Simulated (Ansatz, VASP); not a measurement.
TaC3 in VASP and in Ansatz

```
Ta C
1.0
     2.96873    0.00000    0.00000
    -1.48437    2.57100    0.00000
     0.00000    0.00000    6.99155
Ta C
1 3
Direct
  0.00000 0.00000 0.00000
  0.33333 0.66667 0.00000
  0.66667 0.33333 0.00000
  0.00000 0.00000 0.50000
```

Alike in both runs: task relaxation of cell and atoms; functional PBE; k mesh 6 × 6 × 4; occupations gaussian, width 0.1 eV; no spin polarisation.

|  | VASP | Ansatz |
| --- | --- | --- |
| version | VASP 6.6.1 | Ansatz 0.2.0 |
| potentials or method | VASP PAW PBE potentials, release 64 (Ta_pv, C), cutoff 600 eV | scalar-relativistic, plane waves, PAW |
| valence electrons in the cell | 23 | 25 |

```csv
,VASP,Ansatz,Ansatz less VASP
"gap on the k mesh at the Fermi level, each at its own relaxed structure (eV)",none,none,-
relaxed volume (Å³/atom),13.51,13.58,+0.064
relaxed cell length with the largest relative difference (Å),3.859,3.872,+0.0123
```

A gap of «none» marks a metal or a gap that the smearing closes. VASP's potentials hold 23 valence electrons a cell and Ansatz's 25, so a difference there can come from the potentials and not from the codes.

The k mesh is coarse, so the values compare programs but aren't converged. Spin-orbit coupling is off throughout.
